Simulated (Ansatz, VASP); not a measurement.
## Sn in VASP and in Ansatz

Contents of INCAR:

```
SYSTEM = Sn
  PREC = Accurate
  ENCUT = 520
  EDIFF = 1E-7
  ISMEAR = 0
  SIGMA = 0.05
  LREAL = .FALSE.
  LASPH = .TRUE.
  NELM = 80
  ALGO = Normal
  ISIF = 2
  LWAVE = .FALSE.
  LCHARG = .FALSE.
  GGA = PE
  NBANDS = 21
```

File KPOINTS:

```
regular mesh
0
G
  6 6 6
  0 0 0
```

File POSCAR:

```
Sn
1.0
    0.0000000000      3.2610710593      3.2610710593
    3.2610710593      0.0000000000      3.2610710593
    3.2610710593      3.2610710593      0.0000000000
Sn
2
Direct
    0.0000000000      0.0000000000      0.0000000000
    0.2500000000      0.2500000000      0.2500000000
```

Input for Ansatz:

```yaml
crystal:
  lattice:
    - [0.0, 3.2610710593, 3.2610710593]
    - [3.2610710593, 0.0, 3.2610710593]
    - [3.2610710593, 3.2610710593, 0.0]
  atoms:
    - { symbol: Sn, position: [0.0, 0.0, 0.0] }
    - { symbol: Sn, position: [0.25, 0.25, 0.25] }
basis:
  ecutwfc: 420
  ecutrho_ratio: 4
kpoints:
  mp_grid: { grid: [6, 6, 6] }
hamiltonian:
  xc: pbe
scf:
  occupations: { method: gaussian, width: 0.05 }
output:
  forces: true
  stress: true
  eigenvalues: true
```

Alike in both runs: task single point; functional PBE; k mesh 6 × 6 × 6; occupations gaussian, width 0.05 eV; no spin polarisation.

|  | VASP | Ansatz |
| --- | --- | --- |
| version | VASP 6.6.1 | Ansatz 0.2.0 |
| potentials or method | VASP PAW PBE potentials, release 64 (Sn_d), cutoff 520 eV | scalar-relativistic, plane waves, PAW |
| valence electrons in the cell | 28 | 28 |

Ansatz gave:

| Property | Result |
| --- | --- |
| gap on the k mesh at the Fermi level (eV) | none |
| pressure (GPa) | 2.6 |

Task: Estimate VASP's values.

Result: gap on the k mesh at the Fermi level (eV): none; pressure (GPa): 2.5.

A gap of «none» marks a metal or a gap that the smearing closes.
